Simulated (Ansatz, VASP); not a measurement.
**ZnO: VASP beside Ansatz**

File INCAR:

```
  PREC = Accurate
  ENCUT = 600
  EDIFF = 1E-6
  ISMEAR = 0
  SIGMA = 0.02
  LREAL = F
  LASPH = T
  NELM = 80
  ALGO = Normal
  ISIF = 3
  LWAVE = F
  LCHARG = F
  GGA = PE
  IBRION = 2
  NSW = 100
  EDIFFG = -0.01
```

The input KPOINTS:

```
Automatic mesh
0
Gamma
  9 9 6
```

POSCAR

```
ZnO
1.0
    3.2829429360      0.0000000000      0.0000000000
   -1.6414714680      2.8431119817      0.0000000000
    0.0000000000      0.0000000000      5.2842805200
Zn O
2 2
Direct
    0.3333333333      0.6666666667      0.8102439318
    0.6666666667      0.3333333333      0.3102439318
    0.6666666667      0.3333333333      0.6897650325
    0.3333333333      0.6666666667      0.1897650325
```

Input for Ansatz:

```yaml
crystal:
  lattice:
    - [3.282942936, 0.0, 0.0]
    - [-1.641471468, 2.8431119817, 0.0]
    - [0.0, 0.0, 5.28428052]
  atoms:
    - { symbol: Zn, position: [0.3333333333, 0.6666666667, 0.8102439318] }
    - { symbol: Zn, position: [0.6666666667, 0.3333333333, 0.3102439318] }
    - { symbol: O, position: [0.6666666667, 0.3333333333, 0.6897650325] }
    - { symbol: O, position: [0.3333333333, 0.6666666667, 0.1897650325] }
basis:
  ecutwfc: 420
kpoints:
  mp_grid: { grid: [9, 9, 6] }
hamiltonian:
  xc: pbe
scf:
  occupations: { method: gaussian, width: 0.02 }
output:
  forces: true
  stress: true
  eigenvalues: true
relax:
  adjacent_minimum: "off"
  f_tol: 0.01
  max_steps: 80
  cell: { stress_tol: 0.05 }
```

Change from the starting cell: the structure that the rattled cell fell into.

Alike in both runs: task relaxation of cell and atoms; functional PBE; k mesh 9 × 9 × 6; occupations gaussian, width 0.02 eV; no spin polarisation.

```csv
,VASP,Ansatz
version,VASP 6.6.1,Ansatz 0.2.0
potentials or method,"VASP PAW PBE potentials, release 64 (Zn, O), cutoff 600 eV","scalar-relativistic, plane waves, PAW"
valence electrons in the cell,36,36
```

|  | VASP | Ansatz | Ansatz less VASP |
| --- | --- | --- | --- |
| gap on the k mesh at the Fermi level, each at its own relaxed structure (eV) | 0.72 | 0.74 | +0.021 |
| relaxed volume (Å³/atom) | 12.39 | 12.33 | -0.068 |
| relaxed cell length with the largest relative difference (Å) | 3.288 | 3.280 | -0.0079 |
